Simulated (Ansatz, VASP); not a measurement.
Hf2S in VASP and in Ansatz

```
CELL_PARAMETERS angstrom
3.31283 0.00000 0.00000
-1.65641 2.86899 0.00000
0.00000 0.00000 11.60632
ATOMIC_POSITIONS crystal
Hf 0.66667 0.33333 0.89883
Hf 0.33333 0.66667 0.39883
Hf 0.66667 0.33333 0.60117
Hf 0.33333 0.66667 0.10117
S 0.00000 0.00000 0.75000
S 0.00000 0.00000 0.25000
```

Alike in both runs: functional LDA; k mesh 12 × 12 × 4; occupations fermi-dirac, width 0.15 eV; no spin polarisation.

Ansatz relaxed the structure, and its values are those at the end. VASP's run is a single point on that final structure, the one shown.

|  | VASP | Ansatz |
| --- | --- | --- |
| version | VASP 6.6.1 | Ansatz 0.2.0 |
| potentials or method | VASP PAW LDA potentials, release 64 (Hf_pv, S), cutoff 520 eV | scalar-relativistic, plane waves, PAW |
| valence electrons in the cell | 52 | 116 |

Ansatz gave:

* gap on the k mesh at the Fermi level (eV): none
* pressure (GPa): 0.0
* rms of the force components (eV/Å): 0.000

Which values does VASP return?

gap on the k mesh at the Fermi level (eV): none; pressure (GPa): 0.0; rms of the force components (eV/Å): 0.015.

LDA's correlation is that of Perdew and Zunger in VASP and of Perdew and Wang (1992) in Ansatz. A gap of «none» marks a metal or a gap that the smearing closes. VASP's potentials hold 52 valence electrons a cell and Ansatz's 116, so a difference there can come from the potentials and not from the codes.

Neither program's run includes spin-orbit coupling.
